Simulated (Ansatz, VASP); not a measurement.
# W: VASP beside Ansatz

```
W
1.0
    -1.59696    1.59696    1.59696
     1.59696   -1.59696    1.59696
     1.59696    1.59696   -1.59696
W
1
Direct
  0.00000 0.00000 0.00000
```

Alike in both runs: task single point; functional revPBE; k mesh 23 × 23 × 23; occupations fermi-dirac, width 0.1 eV; no spin polarisation.

|  | VASP | Ansatz |
| --- | --- | --- |
| version | VASP 6.6.1 | Ansatz 0.2.0 |
| potentials or method | VASP PAW PBE potentials, release 64 (W_sv), cutoff 520 eV | plane waves (420 eV) with PAW, scalar-relativistic |
| valence electrons in the cell | 14 | 14 |

|  | VASP | Ansatz | Ansatz less VASP |
| --- | --- | --- | --- |
| pressure (GPa) | 0.2 | -0.3 | -0.45 |

VASP's potentials were made for PBE, not for revPBE. The functional is the same, so the differences come from potentials, cutoffs and numerics.

Neither program's run includes spin-orbit coupling.
